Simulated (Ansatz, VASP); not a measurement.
**BaTe in VASP and in Ansatz**

The input POSCAR:

```
BaTe
1.0
    0.0000000000      3.9141586662      3.9141586662
    3.9141586662      0.0000000000      3.9141586662
    3.9141586662      3.9141586662      0.0000000000
Ba Te
1 1
Direct
    0.0000000000      0.0000000000      0.0000000000
    0.2500000000      0.2500000000      0.2500000000
```

INCAR.step1

```
ALGO = Normal
EDIFF = 1E-5
ENCUT = 520
GGA = PE
ISIF = 2
ISMEAR = 1
LASPH = True
LCHARG = False
LREAL = False
LWAVE = True
NBANDS = 15
NELM = 60
PREC = Accurate
SIGMA = 0.001
```

File INCAR.step2:

```
ALGO = Normal
EDIFF = 1E-7
ENCUT = 520
GGA = PE
HFSCREEN = 0.2079
ISIF = 2
ISMEAR = 1
ISTART = 1
LASPH = True
LCHARG = False
LHFCALC = True
LREAL = False
LWAVE = False
NBANDS = 15
NELM = 60
PREC = Accurate
PRECFOCK = Normal
SIGMA = 0.001
```

File KPOINTS:

```
k-points
0
Gamma
  4 4 4
```

Input for Ansatz:

```yaml
crystal:
  lattice:
    - [0.0, 3.9141586662, 3.9141586662]
    - [3.9141586662, 0.0, 3.9141586662]
    - [3.9141586662, 3.9141586662, 0.0]
  atoms:
    - { symbol: Ba, position: [0.0, 0.0, 0.0] }
    - { symbol: Te, position: [0.25, 0.25, 0.25] }
kpoints:
  mp_grid: { grid: [4, 4, 4] }
hamiltonian:
  xc: hse06
scf:
  occupations: { method: methfessel_paxton, width: 0.001 }
  n_extra_bands: 4
output:
  forces: true
  stress: true
  eigenvalues: true
```

Alike in both runs: task single point; functional HSE06; k mesh 4 × 4 × 4; occupations methfessel-paxton of order 1, width 0.001 eV; no spin polarisation.

```csv
,VASP,Ansatz
version,VASP 6.6.1,Ansatz 0.2.0
potentials or method,"VASP PAW PBE potentials, release 64 (Ba_sv, Te)",plane waves
plane-wave cutoff (eV),520,420
valence electrons in the cell,16,26
```

VASP gave:

- gap on the k mesh at the Fermi level (eV): 3.29
- pressure (GPa): 0.0

Estimate Ansatz's values.

gap on the k mesh at the Fermi level (eV): 3.31; pressure (GPa): -0.1.

VASP's potentials hold 16 valence electrons a cell and Ansatz's 26, so a difference there can come from the potentials and not from the codes. Ansatz's warnings: stress exchange threshold loose, stress scf threshold loose.

Spin-orbit coupling is off throughout.
